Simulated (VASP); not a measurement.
A run of VASP 6.6.1 is set up as follows.

The input INCAR:

```
SYSTEM = N
PREC     = Accurate       ! precision mode
ENCUT    = 1330           ! plane-wave cutoff, eV
EDIFF    = 1E-6           ! SCF threshold, eV
ISMEAR   = 0              ! smearing method
SIGMA    = 0.02           ! smearing width, eV
LREAL    = .False.        ! projectors in reciprocal space
LASPH    = .True.         ! aspherical terms in the spheres
NELM     = 120            ! most SCF steps
ALGO     = Normal         ! electronic algorithm
ISIF     = 2              ! what is computed and relaxed
LWAVE    = .False.        ! write WAVECAR
LCHARG   = .True.         ! write CHGCAR
GGA      = PE             ! functional
LELF     = .True.         ! ELF
LVHAR    = .True.       
NBANDS   = 30             ! bands
GGA_COMPAT= .False.
```

Contents of KPOINTS:

```
regular mesh
0
Gamma
  4 4 4
  0 0 0
```

POSCAR

```
N
1.0
    6.1100808470      0.0000000000      0.0000000000
    0.0000000000      6.1100808470      0.0000000000
    0.0000000000      0.0000000000      6.1100808470
N
8
Direct
    0.0520826981      0.0520826981      0.0520826981
    0.4479173019      0.9479173019      0.5520826981
    0.5520826981      0.4479173019      0.9479173019
    0.9479173019      0.5520826981      0.4479173019
    0.9479671705      0.9479671705      0.9479671705
    0.5520328295      0.0520328295      0.4479671705
    0.4479671705      0.5520328295      0.0520328295
    0.0520328295      0.4479671705      0.5520328295
```

Potentials or basis: VASP PAW PBE potentials, release 64 (N_h).

Command:

```sh
$ cat potpaw_PBE.64/N_h/POTCAR > POTCAR
$ mpirun -np 1 vasp_std > vasp.out
```

(1) Predict the band gap on the k mesh.

(2) What does it give for the pressure?

(3) Estimate the largest force.

## Answers

(1) 7.68 eV (least direct gap 7.69 eV).

(2) 0.0 GPa.

(3) 0.055 eV/Å.

Caveat: this functional lacks dispersion, which holds the molecules together, so the pressure and a relaxed volume are unreliable.
